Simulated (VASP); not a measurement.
# Ta (P6/mmm) in VASP: notebook

The runs below take Ta through single point, with revPBE.

Program: VASP 6.6.1. These are calculated values, not measurements. Logs are shortened: lines on timing, memory, paths and dates and some standing lists are left out, and cuts for length are marked.

## Step 1: The cell of the first run

The structure is hexagonal, space group P6/mmm (No. 191). Conventional cell: a = 4.819 Å, b = 4.819 Å, c = 2.706 Å, α = 90.00°, β = 90.00°, γ = 120.00°. Ta (site symmetry 6/mmm) has 14 Ta at 2.71 to 3.09 Å within 3.6 Å. Within 3.6 Å of Ta (site symmetry -6m2) lie 11 Ta at 2.71 to 3.09 Å.

## Step 2: Single point, revPBE (volume scaled by 0.96)

INCAR reads:

```
PREC = Accurate ; ENCUT = 520
EDIFF = 1E-6 ; ISMEAR = -1
SIGMA = 0.1 ; LREAL = F
LASPH = T ; NELM = 80
ALGO = Normal ; ISIF = 2
LWAVE = F ; LCHARG = F
GGA = RE ; NBANDS = 24
```

KPOINTS reads:

```
Automatic mesh
0
Gamma
  9 9 13
```

POSCAR reads:

```
Ta
1.0
    4.8186760696      0.0000000000      0.0000000000
   -2.4093380348      4.1730958889      0.0000000000
    0.0000000000      0.0000000000      2.7058122913
Ta
3
Direct
    0.0000000000      1.0000000000      0.0000000000
    0.3333333333      0.6666666667      0.5000000000
    0.6666666667      0.3333333333      0.5000000000
```

Potentials or basis: VASP PAW PBE potentials, release 64 (Ta_pv).

The run is started by

```
$ cat potpaw_PBE.64/Ta_pv/POTCAR > POTCAR
$ mpirun -np 1 vasp_std > vasp.out
```

OUTCAR:

```text
PREC = Accurate
   ENCUT = 520
   EDIFF = 1E-6
   ISMEAR = -1
   LREAL = F
   LASPH = T
   NELM = 80
   ISIF = 2
   GGA = RE

 ion  position               nearest neighbor table
   1  0.000  0.000  0.000-   2 3.09   3 3.09   2 3.09   3 3.09   3 3.09   3 3.09   2 3.09   2 3.09
                             3 3.09   3 3.09   2 3.09   2 3.09
   2  0.333  0.667  0.500-   3 2.78   3 2.78   3 2.78   1 3.09   1 3.09   1 3.09   1 3.09   1 3.09
                             1 3.09
   3  0.667  0.333  0.500-   2 2.78   2 2.78   2 2.78   1 3.09   1 3.09   1 3.09   1 3.09   1 3.09
                             1 3.09

  LATTYP: Found a hexagonal cell.
 ALAT       =     4.8186760696
 C/A-ratio  =     0.5615260815

  Lattice vectors:

 A1 = (   4.8186760696,   0.0000000000,   0.0000000000)
 A2 = (  -2.4093380348,   4.1730958889,   0.0000000000)
 A3 = (   0.0000000000,   0.0000000000,   2.7058122913)

Analysis of symmetry for initial positions (statically):
=====================================================================
 Subroutine PRICEL returns:
 Original cell was already a primitive cell.

 Routine SETGRP: Setting up the symmetry group for a
 hexagonal supercell.

 Subroutine GETGRP returns: Found 24 space group operations
 (whereof 24 operations were pure point group operations)
 out of a pool of 24 trial point group operations.

The static configuration has the point symmetry D_6h.

Analysis of symmetry for dynamics (positions and initial velocities):
=====================================================================
 Subroutine PRICEL returns:
 Original cell was already a primitive cell.

 Routine SETGRP: Setting up the symmetry group for a
 hexagonal supercell.

 Subroutine GETGRP returns: Found 24 space group operations
 (whereof 24 operations were pure point group operations)
 out of a pool of 24 trial point group operations.

The dynamic configuration has the point symmetry D_6h.

 Subroutine INISYM returns: Found 24 space group operations
 (whereof 24 operations are pure point group operations),
 and found     1 'primitive' translations

----------------------------------------------------------------------------------------

                                     Primitive cell

  volume of cell :      54.4106

  direct lattice vectors                    reciprocal lattice vectors
     4.818676070  0.000000000  0.000000000     0.207525882  0.119815124  0.000000000
    -2.409338035  4.173095889  0.000000000     0.000000000  0.239630247  0.000000000
     0.000000000  0.000000000  2.705812291     0.000000000  0.000000000  0.369574787

  length of vectors
     4.818676070  4.818676070  2.705812291     0.239630247  0.239630247  0.369574787

  position of ions in fractional coordinates (direct lattice)
     0.000000000  0.000000000  0.000000000
     0.333333333  0.666666667  0.500000000
     0.666666667  0.333333333  0.500000000

  ion indices of the primitive-cell ions
   primitive index   ion index
                 1           1
                 2           2
                 3           3

----------------------------------------------------------------------------------------

 KPOINTS: Automatic mesh

Automatic generation of k-mesh.
 Grid dimensions read from file:
 generate k-points for:    9    9   13

 Generating k-lattice:

  Cartesian coordinates                     Fractional coordinates (reciprocal lattice)
     0.023058431  0.013312792  0.000000000     0.111111111  0.000000000  0.000000000
     0.000000000  0.026625583  0.000000000     0.000000000  0.111111111  0.000000000
     0.000000000  0.000000000  0.028428830     0.000000000  0.000000000  0.076923077

  Length of vectors
     0.026625583  0.026625583  0.028428830

  Shift w.r.t. Gamma in fractional coordinates (k-lattice)
     0.000000000  0.000000000  0.000000000

 Subroutine IBZKPT returns following result:
 ===========================================

 Found     84 irreducible k-points:

 Following reciprocal coordinates:
            Coordinates               Weight
  0.000000  0.000000  0.000000      1.000000
  0.111111  0.000000  0.000000      6.000000
  0.222222  0.000000  0.000000      6.000000
  0.333333  0.000000  0.000000      6.000000
  0.444444  0.000000  0.000000      6.000000
  0.111111  0.111111  0.000000      6.000000
[... 16 lines left out ...]
  0.333333  0.222222  0.076923     24.000000
  0.333333  0.333333  0.076923      4.000000
 [... further k-points ...]
   k-points           NKPTS =     84   k-points in BZ     NKDIM =     84   number of bands    NBANDS=     24
   number of dos      NEDOS =    301   number of ions     NIONS =      3
   total plane-waves  NPLWV =  25920
   dimension x,y,z NGX =    36 NGY =   36 NGZ =   20
   dimension x,y,z NGXF=    72 NGYF=   72 NGZF=   40
   ions per type =               3
   NGX,Y,Z   is equivalent  to a cutoff of  12.42, 12.42, 12.29 a.u.
   NGXF,Y,Z  is equivalent  to a cutoff of  24.84, 24.84, 24.58 a.u.
 SYSTEM =  unknown system
   PREC   = accura    normal or accurate (medium, high low for compatibility)
   ISTART =      0    job   : 0-new  1-cont  2-samecut
   ICHARG =      2    charge: 1-file 2-atom 10-const
   ISPIN  =      1    spin polarized calculation?
   LNONCOLLINEAR =      F non collinear calculations
   LSORBIT =      F    spin-orbit coupling
   LASPH  =      T    aspherical Exc in radial PAW
   ENCUT  =  520.0 eV  38.22 Ry    6.18 a.u.   8.96  8.96  5.03*2*pi/ulx,y,z
   NELM   =     80;   NELMIN=  2; NELMDL= -5     # of ELM steps
   EDIFF  = 0.1E-05   stopping-criterion for ELM
   LREAL  =      F    real-space projection
   EDIFFG = 0.1E-04   stopping-criterion for IOM
   NSW    =      0    number of steps for IOM
   IBRION =     -1    ionic relax: 0-MD 1-quasi-New 2-CG
   NFREE  =      0    steps in history (QN), initial steepest desc. (CG)
   ISIF   =      2    stress and relaxation
   ISYM   =      2    0-nonsym 1-usesym 2-fastsym
   POTIM  = 0.5000    time-step for ionic-motion
   TEBEG  =    0.0;   TEEND  =   0.0 temperature during run
   PSTRESS=    0.0 pullay stress
   NELECT =      33.0000    total number of electrons
   NUPDOWN=      -1.0000    fix difference up-down
   EMIN   =  10.00;   EMAX   =-10.00  energy-range for DOS
   EFERMI =   0.00;   METHOD = LEGACY
   ISMEAR =    -1;   SIGMA  =   0.10  broadening in eV -4-tet -1-fermi 0-gaus
   EFERMI_NEDOS =   21; number of points for ismear=-14 and -15
   IALGO  =     38    algorithm
   IMIX   =      4    mixing-type and parameters
     AMIX     =   0.40;   BMIX     =  1.00
     AMIX_MAG =   1.60;   BMIX_MAG =  1.00
  volume/ion in A,a.u.               =      18.14       122.39
  Fermi-wavevector in a.u.,A,eV,Ry     =   1.385750  2.618688 26.127310  1.920303
  Thomas-Fermi vector in A             =   2.510131
   LORBIT       =      0    0 simple, 1 ext, 2 COOP (PROOUT), +10 PAW based schemes
   GGA     = RE    functional components
   LHFCALC =     F    Hartree Fock is set to
   AEXX    =    0.0000 exact exchange contribution
   IVDW    =     0    specifies the selected vdW correction
   LEPSILON=     F    determine dielectric tensor
   LRPA    =     F    only Hartree local field effects (RPA)
 non-spin polarized calculation
  energy-cutoff  :      520.00
  volume of cell :       54.41
 maximum number of plane-waves:      1488
 NGX is ok and might be reduce to    36
   NGX = 17   NGY = 17   NGZ = 11

 number of electron      33.0000009 magnetization

 Free energy of the ion-electron system (eV)
  ---------------------------------------------------
  ext. energy  EPLUGINS =         0.00000000
  ---------------------------------------------------
  free energy    TOTEN  =       -33.57481151 eV

  energy without entropy =      -33.47326055  energy(sigma->0) =      -33.52403603

 E-fermi :   5.7974     XC(G=0): -12.5302

 val. band max:        5.7957860498   @ k =   0.3333   0.0000   0.3077
 cond. band min:       5.8024896021   @ k =   0.3333   0.2222   0.0000
 fundamental gap:      0.0067035523
 Fermi energy:         5.7973784183

 k-point     1 :       0.0000    0.0000    0.0000
  band No.  band energies     occupation
      1     -28.5605      2.00000
      2     -28.5605      2.00000
      3     -28.3481      2.00000
      4     -28.3481      2.00000
      5     -27.7020      2.00000
      6     -27.7020      2.00000
[... 16 lines left out ...]
     23       9.2178      0.00000
     24      12.5098      0.00000

 k-point     2 :       0.1111    0.0000    0.0000
  band No.  band energies     occupation
      1     -28.6088      2.00000
      2     -28.5864      2.00000
      3     -28.2909      2.00000
      4     -28.2806      2.00000
      5     -27.7462      2.00000
      6     -27.7097      2.00000
[... 16 lines left out ...]
     23       9.7647      0.00000
     24      12.1838      0.00000

 k-point     3 :       0.2222    0.0000    0.0000
  band No.  band energies     occupation
      1     -28.6871      2.00000
      2     -28.5964      2.00000
      3     -28.1869      2.00000
      4     -28.1565      2.00000
      5     -27.8664      2.00000
      6     -27.7324      2.00000
[... 16 lines left out ...]
     23      10.4396      0.00000
     24      11.4159      0.00000

 k-point     4 :       0.3333    0.0000    0.0000
  band No.  band energies     occupation
      1     -28.7495      2.00000
      2     -28.5458      2.00000
      3     -28.0898      2.00000
      4     -28.0857      2.00000
      5     -27.9902      2.00000
      6     -27.7677      2.00000
[... 16 lines left out ...]
     23      10.8145      0.00000
     24      11.0718      0.00000

 k-point     5 :       0.4444    0.0000    0.0000
  band No.  band energies     occupation
      1     -28.7830      2.00000
      2     -28.4389      2.00000
      3     -28.2374      2.00000
      4     -28.0143      2.00000
      5     -27.9534      2.00000
      6     -27.8033      2.00000
[... 451 lines left out ...]
 k-point    22 :       0.2222    0.2222    0.0769
  band No.  band energies     occupation
      1     -28.6830      2.00000
      2     -28.5779      2.00000
      3     -28.1630      2.00000
      4     -28.0065      2.00000
      5     -27.9949      2.00000
      6     -27.7620      2.00000
[... 16 lines left out ...]
     23      10.9797      0.00000
     24      11.0665      0.00000

 k-point    23 :       0.3333    0.2222    0.0769
  band No.  band energies     occupation
      1     -28.6828      2.00000
      2     -28.4985      2.00000
      3     -28.3203      2.00000
      4     -27.9628      2.00000
      5     -27.9502      2.00000
      6     -27.7739      2.00000
[... 16 lines left out ...]
     23      10.4859      0.00000
     24      11.2296      0.00000

 k-point    24 :       0.3333    0.3333    0.0769
  band No.  band energies     occupation
      1     -28.6430      2.00000
      2     -28.4462      2.00000
      3     -28.4462      2.00000
      4     -27.9417      2.00000
      5     -27.9417      2.00000
      6     -27.7698      2.00000
[... 16 lines left out ...]
     23      10.0389      0.00000
     24      10.7961      0.00000

 [... further k-points ...]
[... 5 lines left out ...]
  --------------------------------------------------------------------------------------
  -------------------------------------------------------------------------------------
  Total        2.6607597      2.6607597      2.8646800      0.0000000     -0.0000000      0.0000000
  in kB       78.3488240     78.3488240     84.3534680      0.0000000     -0.0000000      0.0000000
  external PRESSURE =      80.3503720 kB  Pullay stress =       0.0000000 kB

 VOLUME and BASIS-vectors are now :
 -----------------------------------------------------------------------------
  energy-cutoff  :      520.00
  volume of cell :       54.41
      direct lattice vectors                 reciprocal lattice vectors
     4.818676070  0.000000000  0.000000000     0.207525882  0.119815124  0.000000000
    -2.409338035  4.173095889  0.000000000     0.000000000  0.239630247  0.000000000
     0.000000000  0.000000000  2.705812291     0.000000000  0.000000000  0.369574787

 POSITION                                       TOTAL-FORCE (eV/Angst)
 -----------------------------------------------------------------------------------
      0.00000      0.00000      0.00000        -0.000000      0.000000      0.000000
     -0.00000      2.78206      1.35291         0.000000      0.000000      0.000000
      2.40934      1.39103      1.35291        -0.000000      0.000000      0.000000
 -----------------------------------------------------------------------------------
    total drift:                                0.000000      0.000000     -0.000000

  FREE ENERGIE OF THE ION-ELECTRON SYSTEM (eV)
  ---------------------------------------------------
  free  energy   TOTEN  =       -33.5748115079 eV

  energy  without entropy=      -33.4732605479  energy(sigma->0) =      -33.52403603
```

It took 59 s on 1 thread of Intel Xeon 6975P-C, shared host; peak memory 0.22 GiB.

What came out:

```yaml
Free_energy: -33.5748 eV
Pressure: 8.0 GPa
```

Stress tensor (GPa, compression positive):
```
7.83 0.00 0.00
0.00 7.83 0.00
0.00 0.00 8.44
```

Caveat: the cell differs from its parent crystal (volume scaled by 0.96); the PAW data sets were made with another functional, which shifts forces and pressure a little; spin-orbit coupling is left out, which moves the levels of the heavy elements.

## Step 3: Single point, revPBE

This run uses another cell than the first one, of 18.89 Å³/atom, 1.042 times its volume.

INCAR reads:

```
SYSTEM = Ta
PREC = Accurate
ENCUT = 520
EDIFF = 1E-6
ISMEAR = -1
SIGMA = 0.1
LREAL = .FALSE.
LASPH = .TRUE.
NELM = 80
ALGO = Normal
ISIF = 2
LWAVE = .FALSE.
LCHARG = .FALSE.
GGA = RE
NBANDS = 24
```

KPOINTS reads:

```
regular mesh
0
G
  9 9 13
  0 0 0
```

POSCAR reads:

```
Ta
1.0
    4.8846935344      0.0000000000      0.0000000000
   -2.4423467672      4.2302686905      0.0000000000
    0.0000000000      0.0000000000      2.7428828196
Ta
3
Direct
    0.0000000000      1.0000000000      0.0000000000
    0.3333333333      0.6666666667      0.5000000000
    0.6666666667      0.3333333333      0.5000000000
```

Potentials or basis: VASP PAW PBE potentials, release 64 (Ta_pv).

The run is started by

```
$ cat potpaw_PBE.64/Ta_pv/POTCAR > POTCAR
$ mpirun -np 1 vasp_std > vasp.out
```

It took 64 s on 1 thread of Intel Xeon 6975P-C, shared host; peak memory 0.23 GiB.

It converged, with:

```
Free energy : -33.6312 eV
Pressure    : 0.1 GPa
```

Stress tensor (GPa, compression positive):
```
 0.14  0.00  0.00
 0.00  0.14  0.00
 0.00  0.00 -0.07
```

Levels at points of the mesh, in eV from the Fermi level:
| k point | band 14 | band 15 | band 16 | band 17 | band 18 | band 19 | band 20 | band 21 |
| --- | --- | --- | --- | --- | --- | --- | --- | --- |
| (0.00, 0.00, 0.00) | -1.44 | -1.43 | -1.43 | -0.66 | 1.00 | 1.00 | 3.24 | 3.24 |

Caveat: the PAW data sets were made with another functional, which shifts forces and pressure a little; spin-orbit coupling is left out, which moves the levels of the heavy elements.

(Continued in part 2 of 2.)
